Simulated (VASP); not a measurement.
Input of a VASP 6.6.1 run:

Contents of INCAR:

```
PREC = Accurate
ENCUT = 520
EDIFF = 1E-7
ISMEAR = 0
SIGMA = 0.1
LREAL = False
LASPH = True
NELM = 60
ALGO = Fast
ISIF = 2
LWAVE = False
LCHARG = True
GGA = PE
LELF = True
LVHAR = True
NBANDS = 52
```

KPOINTS

```
Automatic mesh
0
Gamma
  10 4 10
```

The input POSCAR:

```
ZrSi2
1.0
    3.7051806640      0.0000000000      0.0000000000
    0.0000000000     14.7880262711      0.0000000000
    0.0000000000      0.0000000000      3.6790720101
Zr Si
4 8
Direct
    0.0000000000      0.1053334623      0.2500000000
    0.5000000000      0.3946665377      0.7500000000
    0.5000000000      0.6053334623      0.2500000000
    0.0000000000      0.8946665377      0.7500000000
    0.0000000000      0.4469000551      0.2500000000
    0.5000000000      0.0530999449      0.7500000000
    0.5000000000      0.2496876946      0.2500000000
    0.0000000000      0.2503123054      0.7500000000
    0.5000000000      0.9469000551      0.2500000000
    0.0000000000      0.5530999449      0.7500000000
    0.0000000000      0.7496876946      0.2500000000
    0.5000000000      0.7503123054      0.7500000000
```

Potentials or basis: VASP PAW PBE potentials, release 64 (Zr_sv, Si).

The run is started by

```console
$ cat potpaw_PBE.64/Zr_sv/POTCAR potpaw_PBE.64/Si/POTCAR > POTCAR
$ mpirun -np 1 vasp_std > vasp.out
```

(1) Predict the pressure.

(2) Estimate the largest force.

Answers

(1) 0.0 GPa.

(2) 0.012 eV/Å.
